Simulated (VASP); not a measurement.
# Ag (I4/mmm) in VASP: single point with r2SCAN

Aim: the single point of Ag with r2SCAN.

Everything below comes from runs of VASP 6.6.1. Logs are shortened: lines on timing, memory, paths and dates and some standing lists are left out, and cuts for length are marked.

## (1) The cell of the first run

The structure is tetragonal, space group I4/mmm (No. 139). The conventional cell has a = 3.378 Å, b = 3.378 Å, c = 3.055 Å, α = 90.00°, β = 90.00°, γ = 90.00°. Ag (site symmetry 4/mmm) has 14 Ag at 2.84 to 3.38 Å within 3.7 Å.

## (2) Single point, r2SCAN

POSCAR

```
Ag
1.0
   -1.6890961796      1.6890961796      1.5277465125
    1.6890961796     -1.6890961796      1.5277465125
    1.6890961796      1.6890961796     -1.5277465125
Ag
1
Direct
    0.0000000000      0.0000000000      0.0000000000
```

INCAR.step1

```
SYSTEM = Ag
PREC = Accurate
ENCUT = 520
ISMEAR = 0
SIGMA = 0.1
LREAL = .FALSE.
LASPH = .TRUE.
NELM = 80
NBANDS = 12
GGA = PE
ALGO = Normal
EDIFF = 1E-4
LWAVE = .TRUE.
LCHARG = .FALSE.
```

INCAR.step2

```
SYSTEM = Ag
PREC = Accurate
ENCUT = 520
EDIFF = 1E-7
ISMEAR = 0
SIGMA = 0.1
LREAL = .FALSE.
LASPH = .TRUE.
NELM = 80
ALGO = Normal
ISIF = 2
LWAVE = .FALSE.
LCHARG = .FALSE.
METAGGA = R2SCAN
LMIXTAU = .TRUE.
NBANDS = 12
ISTART = 1
```

KPOINTS

```
Automatic mesh
0
G
  24 24 24
  0 0 0
```

Potentials or basis: VASP PAW PBE potentials, release 64 (Ag).

Launch:

```sh
$ cat potpaw_PBE.64/Ag/POTCAR > POTCAR
$ cp INCAR.step1 INCAR
$ mpirun -np 1 vasp_std > vasp.out
$ cp INCAR.step2 INCAR
$ mpirun -np 1 vasp_std > vasp.out
```

OUTCAR:

```text
SYSTEM = Ag
   PREC = Accurate
   ENCUT = 520
   EDIFF = 1E-7
   ISMEAR = 0
   LREAL = .FALSE.
   LASPH = .TRUE.
   NELM = 80
   ISIF = 2
   METAGGA = R2SCAN
   ISTART = 1

 ion  position               nearest neighbor table
   1  0.000  0.000  0.000-

  LATTYP: Found a body centered tetragonal cell.
 ALAT       =     3.3781923592
 C/A-ratio  =     0.9044757374

  Lattice vectors:

 A1 = (  -1.6890961796,   1.6890961796,   1.5277465125)
 A2 = (   1.6890961796,  -1.6890961796,   1.5277465125)
 A3 = (   1.6890961796,   1.6890961796,  -1.5277465125)

Analysis of symmetry for initial positions (statically):
=====================================================================
 Subroutine PRICEL returns:
 Original cell was already a primitive cell.

 Routine SETGRP: Setting up the symmetry group for a
 body centered tetragonal supercell.

 Subroutine GETGRP returns: Found 16 space group operations
 (whereof 16 operations were pure point group operations)
 out of a pool of 16 trial point group operations.

The static configuration has the point symmetry D_4h.

Analysis of symmetry for dynamics (positions and initial velocities):
=====================================================================
 Subroutine PRICEL returns:
 Original cell was already a primitive cell.

 Routine SETGRP: Setting up the symmetry group for a
 body centered tetragonal supercell.

 Subroutine GETGRP returns: Found 16 space group operations
 (whereof 16 operations were pure point group operations)
 out of a pool of 16 trial point group operations.

The dynamic configuration has the point symmetry D_4h.

 Subroutine INISYM returns: Found 16 space group operations
 (whereof 16 operations are pure point group operations),
 and found     1 'primitive' translations

----------------------------------------------------------------------------------------

                                     Primitive cell

  volume of cell :      17.4349

  direct lattice vectors                    reciprocal lattice vectors
    -1.689096180  1.689096180  1.527746513     0.000000000  0.296016299  0.327279425
     1.689096180 -1.689096180  1.527746513     0.296016299  0.000000000  0.327279425
     1.689096180  1.689096180 -1.527746513     0.296016299  0.296016299  0.000000000

  length of vectors
     2.835507223  2.835507223  2.835507223     0.441290688  0.441290688  0.418630265

  position of ions in fractional coordinates (direct lattice)
     0.000000000  0.000000000  0.000000000

  ion indices of the primitive-cell ions
   primitive index   ion index
                 1           1

----------------------------------------------------------------------------------------

 KPOINTS: Automatic mesh

Automatic generation of k-mesh.
 Grid dimensions read from file:
 generate k-points for:   24   24   24

 Generating k-lattice:

  Cartesian coordinates                     Fractional coordinates (reciprocal lattice)
     0.000000000  0.012334012  0.013636643     0.041666667  0.000000000 -0.000000000
     0.012334012  0.000000000  0.013636643     0.000000000  0.041666667 -0.000000000
     0.012334012  0.012334012  0.000000000     0.000000000  0.000000000  0.041666667

  Length of vectors
     0.018387112  0.018387112  0.017442928

  Shift w.r.t. Gamma in fractional coordinates (k-lattice)
     0.000000000  0.000000000  0.000000000

 Subroutine IBZKPT returns following result:
 ===========================================

 Found   1063 irreducible k-points:

 Following reciprocal coordinates:
            Coordinates               Weight
  0.000000  0.000000  0.000000      1.000000
  0.041667  0.000000  0.000000      8.000000
  0.083333  0.000000  0.000000      8.000000
  0.125000  0.000000  0.000000      8.000000
  0.166667  0.000000  0.000000      8.000000
  0.208333 -0.000000  0.000000      8.000000
[... 16 lines left out ...]
  0.416667  0.041667  0.000000     16.000000
  0.458333  0.041667  0.000000     16.000000
 [... further k-points ...]
   k-points           NKPTS =   1063   k-points in BZ     NKDIM =   1063   number of bands    NBANDS=     12
   number of dos      NEDOS =    301   number of ions     NIONS =      1
   total plane-waves  NPLWV =  13824
   dimension x,y,z NGX =    24 NGY =   24 NGZ =   24
   dimension x,y,z NGXF=    48 NGYF=   48 NGZF=   48
   ions per type =               1
   NGX,Y,Z   is equivalent  to a cutoff of  14.07, 14.07, 14.07 a.u.
   NGXF,Y,Z  is equivalent  to a cutoff of  28.14, 28.14, 28.14 a.u.
 SYSTEM =  Ag
   PREC   = accura    normal or accurate (medium, high low for compatibility)
   ISTART =      1    job   : 0-new  1-cont  2-samecut
   ICHARG =      0    charge: 1-file 2-atom 10-const
   ISPIN  =      1    spin polarized calculation?
   LNONCOLLINEAR =      F non collinear calculations
   LSORBIT =      F    spin-orbit coupling
   LASPH  =      T    aspherical Exc in radial PAW
   ENCUT  =  520.0 eV  38.22 Ry    6.18 a.u.   5.27  5.27  5.27*2*pi/ulx,y,z
   NELM   =     80;   NELMIN=  2; NELMDL=  0     # of ELM steps
   EDIFF  = 0.1E-06   stopping-criterion for ELM
   LREAL  =      F    real-space projection
   EDIFFG = 0.1E-05   stopping-criterion for IOM
   NSW    =      0    number of steps for IOM
   IBRION =     -1    ionic relax: 0-MD 1-quasi-New 2-CG
   NFREE  =      0    steps in history (QN), initial steepest desc. (CG)
   ISIF   =      2    stress and relaxation
   ISYM   =      2    0-nonsym 1-usesym 2-fastsym
   POTIM  = 0.5000    time-step for ionic-motion
   TEBEG  =    0.0;   TEEND  =   0.0 temperature during run
   PSTRESS=    0.0 pullay stress
   NELECT =      11.0000    total number of electrons
   NUPDOWN=      -1.0000    fix difference up-down
   EMIN   =  10.00;   EMAX   =-10.00  energy-range for DOS
   EFERMI =   0.00;   METHOD = LEGACY
   ISMEAR =     0;   SIGMA  =   0.10  broadening in eV -4-tet -1-fermi 0-gaus
   EFERMI_NEDOS =   21; number of points for ismear=-14 and -15
   IALGO  =     38    algorithm
   IMIX   =      4    mixing-type and parameters
     AMIX     =   0.40;   BMIX     =  1.00
     AMIX_MAG =   1.60;   BMIX_MAG =  1.00
  volume/ion in A,a.u.               =      17.43       117.66
  Fermi-wavevector in a.u.,A,eV,Ry     =   1.404103  2.653370 26.823966  1.971506
  Thomas-Fermi vector in A             =   2.526698
   LORBIT       =      0    0 simple, 1 ext, 2 COOP (PROOUT), +10 PAW based schemes
   METAGGA = R2SCAN    functional components
   LHFCALC =     F    Hartree Fock is set to
   AEXX    =    0.0000 exact exchange contribution
   IVDW    =     0    specifies the selected vdW correction
   LEPSILON=     F    determine dielectric tensor
   LRPA    =     F    only Hartree local field effects (RPA)
 non-spin polarized calculation
 Gauss-broadening in eV      SIGMA  =   0.10
  energy-cutoff  :      520.00
  volume of cell :       17.43
 maximum number of plane-waves:       485
 NGX is ok and might be reduce to    24
   NGX = 11   NGY = 11   NGZ = 11

 number of electron      10.9999997 magnetization

 Free energy of the ion-electron system (eV)
  ---------------------------------------------------
  ext. energy  EPLUGINS =         0.00000000
  ---------------------------------------------------
  free energy    TOTEN  =       -21.32666271 eV

  energy without entropy =      -21.32522250  energy(sigma->0) =      -21.32594260

 E-fermi :   8.1625     XC(G=0): -12.8104

 val. band max:        8.1606884744   @ k =   0.5000   0.1250   0.0417
 cond. band min:       8.1686429548   @ k =  -0.1250   0.4583   0.0833
 fundamental gap:      0.0079544803
 Fermi energy:         8.1624563029

 k-point     1 :       0.0000    0.0000    0.0000
  band No.  band energies     occupation
      1       0.3464      2.00000
      2       2.6679      2.00000
      3       3.1530      2.00000
      4       3.1530      2.00000
      5       3.9223      2.00000
      6       4.4724      2.00000
      7      26.0457      0.00000
      8      26.0457      0.00000
      9      28.1647      0.00000
     10      32.2132      0.00000
     11      32.2132      0.00000
     12      32.6429      0.00000

 k-point     2 :       0.0417    0.0000    0.0000
  band No.  band energies     occupation
      1       0.4075      2.00000
      2       2.6799      2.00000
      3       3.1515      2.00000
      4       3.1576      2.00000
      5       3.9275      2.00000
      6       4.4582      2.00000
      7      26.0073      0.00000
      8      26.0785      0.00000
      9      27.9800      0.00000
     10      31.4670      0.00000
     11      31.8140      0.00000
     12      32.5361      0.00000

 k-point     3 :       0.0833    0.0000    0.0000
  band No.  band energies     occupation
      1       0.5876      2.00000
      2       2.7007      2.00000
      3       3.1465      2.00000
      4       3.1869      2.00000
      5       3.9450      2.00000
      6       4.4195      2.00000
      7      25.8570      0.00000
      8      26.1708      0.00000
      9      27.3761      0.00000
     10      30.6616      0.00000
     11      30.9172      0.00000
     12      31.7699      0.00000
[... 286 lines left out ...]
 k-point    23 :       0.4167    0.0417    0.0000
  band No.  band energies     occupation
      1       1.5842      2.00000
      2       2.0754      2.00000
      3       4.1405      2.00000
      4       4.6364      2.00000
      5       5.0747      2.00000
      6       7.7528      2.00000
      7      13.7243      0.00000
      8      21.5186      0.00000
      9      22.3722      0.00000
     10      28.0631      0.00000
     11      29.1618      0.00000
     12      33.1981      0.00000

 k-point    24 :       0.4583    0.0417    0.0000
  band No.  band energies     occupation
      1       1.5469      2.00000
      2       2.0496      2.00000
      3       4.1536      2.00000
      4       4.6503      2.00000
      5       5.1770      2.00000
      6       8.4662      0.00002
      7      12.8221      0.00000
      8      21.3440      0.00000
      9      22.1406      0.00000
     10      28.1103      0.00000
     11      29.2297      0.00000
     12      33.3095      0.00000

 [... further k-points ...]
[... 5 lines left out ...]
  --------------------------------------------------------------------------------------
  -------------------------------------------------------------------------------------
  Total        0.0149160      0.0149160      0.0172528      0.0000000      0.0000000      0.0000000
  in kB        1.3707046      1.3707046      1.5854372      0.0000000      0.0000000      0.0000000
  external PRESSURE =       1.4422821 kB  Pullay stress =       0.0000000 kB

 VOLUME and BASIS-vectors are now :
 -----------------------------------------------------------------------------
  energy-cutoff  :      520.00
  volume of cell :       17.43
      direct lattice vectors                 reciprocal lattice vectors
    -1.689096180  1.689096180  1.527746513     0.000000000  0.296016299  0.327279425
     1.689096180 -1.689096180  1.527746513     0.296016299  0.000000000  0.327279425
     1.689096180  1.689096180 -1.527746513     0.296016299  0.296016299  0.000000000

 POSITION                                       TOTAL-FORCE (eV/Angst)
 -----------------------------------------------------------------------------------
      0.00000      0.00000      0.00000         0.000000      0.000000      0.000000
 -----------------------------------------------------------------------------------
    total drift:                                0.000000      0.000000      0.000000

  FREE ENERGIE OF THE ION-ELECTRON SYSTEM (eV)
  ---------------------------------------------------
  free  energy   TOTEN  =       -21.3266627068 eV

  energy  without entropy=      -21.3252224965  energy(sigma->0) =      -21.32594260
```

It took 5.9 min on 1 thread of Intel Xeon 6975P-C, shared host; peak memory 0.33 GiB.

Results:

```yaml
Free_energy: -21.3267 eV
Pressure: 0.1 GPa
```

Levels at points of the mesh, in eV from the Fermi level:
```
           k point  band 2  band 3  band 4  band 5  band 6  band 7  band 8  band 9  band 10  band 11
(0.00, 0.00, 0.00)   -5.49   -5.01   -5.01   -4.24   -3.69   17.88   17.88   20.00    24.05    24.05
(0.50, 0.00, 0.00)   -6.13   -3.99   -3.49   -2.91    0.27    4.54   13.30   14.14    19.84    20.79
(0.50, 0.50, 0.00)   -5.59   -4.34   -3.94   -2.97   -0.36    3.46   14.98   16.60    21.65    23.35
(0.50, 0.50, 0.50)   -6.63   -3.19   -3.19   -3.04    6.18    6.18    9.29   12.01    12.79    15.73
```

Caveat: the PAW data sets were made with another functional, which shifts forces and pressure a little.
